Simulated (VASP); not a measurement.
A run of VASP 6.6.1:

INCAR

```
PREC = Accurate
ENCUT = 500
EDIFF = 1E-6
ISMEAR = -1
SIGMA = 0.05
LREAL = False
LASPH = True
NELM = 200
ALGO = Normal
ISIF = 2
LWAVE = False
LCHARG = False
GGA = PS
NBANDS = 31
GGA_COMPAT = False
LMAXMIX = 6
```

File KPOINTS:

```
regular mesh
0
Gamma
  5 5 5
```

The input POSCAR:

```
La3In
1.0
    5.1100000000      0.0000000000      0.0000000000
    0.0000000000      5.1100000000      0.0000000000
    0.0000000000      0.0000000000      5.1100000000
La In
3 1
Direct
    0.0000000000      0.5000000000      0.5000000000
    0.5000000000      0.0000000000      0.5000000000
    0.5000000000      0.5000000000      0.0000000000
    0.0000000000      0.0000000000      0.0000000000
```

Potentials or basis: VASP PAW PBE potentials, release 64 (La, In_d).

Launch:

```bash
$ cat potpaw_PBE.64/La/POTCAR potpaw_PBE.64/In_d/POTCAR > POTCAR
$ mpirun -np 1 vasp_std > vasp.out
```

Hardware: 1 thread of Intel(R) Xeon(R) Platinum 8259CL CPU @ 2.50GHz (Skylake/Cascade Lake), with other jobs on the host.

Problem. How long does it take, and how much memory?

Solution. Wall time 64 s on 1 thread of Intel(R) Xeon(R) Platinum 8259CL CPU @ 2.50GHz (Skylake/Cascade Lake), with other jobs on the host, peak memory 0.26 GiB. Counts: scf iterations 17, k points 10.
